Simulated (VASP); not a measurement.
Write the native input for VASP 6.6.1 that does the following.

```
Task                   : single point
Functional             : LDA
Potentials or basis    : VASP PAW LDA potentials, release 64 (C, H)
Cutoff                 : 520 eV
k mesh                 : 1 × 1 × 1
Occupations            : fermi-dirac, width 0.05 eV
Spin                   : no spin polarisation
Dipole correction      : no
Further INCAR settings : LREAL = Auto; ALGO = Normal; EDIFF = 1e-07; NBANDS = 58
```

The structure of H4C lies in POSCAR:

```
H4C
1.0
    8.2150030000      0.0000000000      0.0000000000
    0.0000000000      8.2150030000      0.0000000000
    0.0000000000      0.0000000000      8.2150030000
C H
8 32
Direct
    0.5060172189      0.2132091661      0.0182662799
    0.8778574778      0.1879599776      0.8849383781
    0.0957174743      0.9188132857      0.1436945918
    0.5639946694      0.5469160485      0.7155497627
    0.4374280744      0.5195769072      0.3020724751
    0.0115246209      0.3471023758      0.3555608784
    0.5953704073      0.9393194074      0.3913450761
    0.3174698611      0.2347258980      0.5929192162
    0.5525974946      0.1244787069     -0.0695011908
    0.3726467008      0.2094105742      0.0193995361
    0.5475406125      0.3351548485     -0.0167725558
    0.5532406905      0.1837508795      0.1395223475
    0.9054465838      0.2811046454      0.9764411725
    0.8579238843      0.0712871249      0.9465579667
    0.9794995370      0.1769165691      0.7991822512
    0.7673005319      0.2224679682      0.8190403019
    0.1073399840      0.7936135977      0.0994109368
   -0.0207490938      0.9329794962      0.2072050817
    0.0998850134      1.0030369719      0.0404787923
    0.1957916682      0.9460724149      0.2275071564
    0.5112035048      0.5936572859      0.6023875486
    0.6511144509      0.4499753052      0.6857529827
    0.4671827313      0.4970960724      0.7925808173
    0.6257121813      0.6454322635      0.7807496997
    0.5599490293      0.5678119700      0.3233039335
    0.3937105684      0.4610999247      0.4129206665
    0.4412855519      0.4288697172      0.2045157011
    0.3545493478      0.6185771268      0.2691325136
   -0.0696537317      0.4171657220      0.2763910462
    0.0220414539      0.4078140818      0.4737401324
    0.1324566800      0.3389277131      0.3001146263
   -0.0374986364      0.2242424416      0.3729961040
    0.5271623203      0.8958005110      0.4973224012
    0.5264275381      0.9128036185      0.2803023734
    0.7134254748      0.8775365697      0.3862292216
    0.6142456745      1.0709446666      0.4018575370
    0.1935024110      0.2618699026      0.6339061259
    0.3633943025      0.1251067836      0.6530575800
    0.3963619718      0.3372824281      0.6235167696
    0.3174345640      0.2173262323      0.4608446647
```

The input as run:

INCAR

```
SYSTEM = H4C
  PREC = Accurate
  ENCUT = 520
  EDIFF = 1E-7
  ISMEAR = -1
  SIGMA = 0.05
  LREAL = Auto
  LASPH = .TRUE.
  NELM = 80
  ALGO = Normal
  ISIF = 2
  LWAVE = .FALSE.
  LCHARG = .FALSE.
  GGA = CA
  NBANDS = 58
```

KPOINTS

```
regular mesh
0
G
  1 1 1
  0 0 0
```

Potentials or basis: VASP PAW LDA potentials, release 64 (C, H).

Run with:

```console
$ cat potpaw_LDA.64/C/POTCAR potpaw_LDA.64/H/POTCAR > POTCAR
$ mpirun -np 1 vasp_gam > vasp.out
```

It gave:

The pressure is 0.4 GPa and the largest force is 0.190 eV/Å. The band gap on the k mesh is 6.82 eV.

Caveat: the k points lie up to 0.76 Å⁻¹ apart.

Wall time 38 s on 1 thread of AMD EPYC 7R13 Processor (Zen 3), on a shared host, peak memory 0.35 GiB.
